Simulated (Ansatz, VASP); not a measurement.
## Two plane-wave programs on Be2CdO3

The input INCAR:

```
SYSTEM = Be2CdO3
  PREC = Accurate
  ENCUT = 600
  EDIFF = 1E-7
  ISMEAR = 0
  SIGMA = 0.15
  LREAL = .FALSE.
  LASPH = .TRUE.
  NELM = 120
  ALGO = Normal
  ISIF = 3
  LWAVE = .FALSE.
  LCHARG = .FALSE.
  GGA = PE
  IBRION = 2
  NSW = 36
  EDIFFG = -0.08
  GGA_COMPAT = .FALSE.
  NELMIN = 4
```

File KPOINTS:

```
regular mesh
0
G
  3 3 3
  0 0 0
```

POSCAR

```
Be2CdO3
1.0
   -2.5082393200      2.7755179900      2.8348284900
    2.5082393200     -2.7755179900      2.8348284900
    2.5082393200      2.7755179900     -2.8348284900
Be Cd O
2 1 3
Direct
    0.0000000000      0.0000000000      0.0000000000
    0.5000000000      0.5000000000      0.0000000000
    0.0000000000      0.5000000000      0.5000000000
    0.2097158700      0.2097158700      0.0000000000
    0.7902841300      0.7902841300      0.0000000000
    0.5000000000      0.0000000000      0.5000000000
```

Input for Ansatz:

```yaml
crystal:
  lattice:
    - [-2.50823932, 2.77551799, 2.83482849]
    - [2.50823932, -2.77551799, 2.83482849]
    - [2.50823932, 2.77551799, -2.83482849]
  atoms:
    - { symbol: Be, position: [0.0, 0.0, 0.0] }
    - { symbol: Be, position: [0.5, 0.5, 0.0] }
    - { symbol: Cd, position: [0.0, 0.5, 0.5] }
    - { symbol: O, position: [0.20971587, 0.20971587, 0.0] }
    - { symbol: O, position: [0.79028413, 0.79028413, 0.0] }
    - { symbol: O, position: [0.5, 0.0, 0.5] }
basis:
  ecutwfc: 420
kpoints:
  mp_grid: { grid: [3, 3, 3] }
hamiltonian:
  xc: pbe
scf:
  occupations: { method: gaussian, width: 0.15 }
  lower_state_search: "off"
output:
  forces: true
  stress: true
  eigenvalues: true
relax:
  adjacent_minimum: "off"
  f_tol: 0.08
  max_steps: 16
  cell: { stress_tol: 0.8 }
```

Alike in both runs: task relaxation of cell and atoms; functional PBE; k mesh 3 × 3 × 3; occupations gaussian, width 0.15 eV; no spin polarisation.

|  | VASP | Ansatz |
| --- | --- | --- |
| version | VASP 6.6.1 | Ansatz 0.2.0 |
| potentials or method | VASP PAW PBE potentials, release 64 (Be, Cd, O), cutoff 600 eV | scalar-relativistic, plane waves, PAW |
| valence electrons in the cell | 34 | 42 |

Ansatz gave:

| Item | Value |
| --- | --- |
| gap on the k mesh at the Fermi level, each at its own relaxed structure (eV) | none |
| relaxed volume (Å³/atom) | 14.16 |
| relaxed length of the cell vector where the two differ most in proportion (Å) | 4.799 |

Estimate VASP's values.

gap on the k mesh at the Fermi level, each at its own relaxed structure (eV): none; relaxed volume (Å³/atom): 14.56; relaxed length of the cell vector where the two differ most in proportion (Å): 4.842.

A gap of «none» marks a metal or a gap that the smearing closes. VASP's potentials hold 34 valence electrons a cell and Ansatz's 42, so a difference there can come from the potentials and not from the codes.

The k mesh is coarse, so the values compare programs but aren't converged.
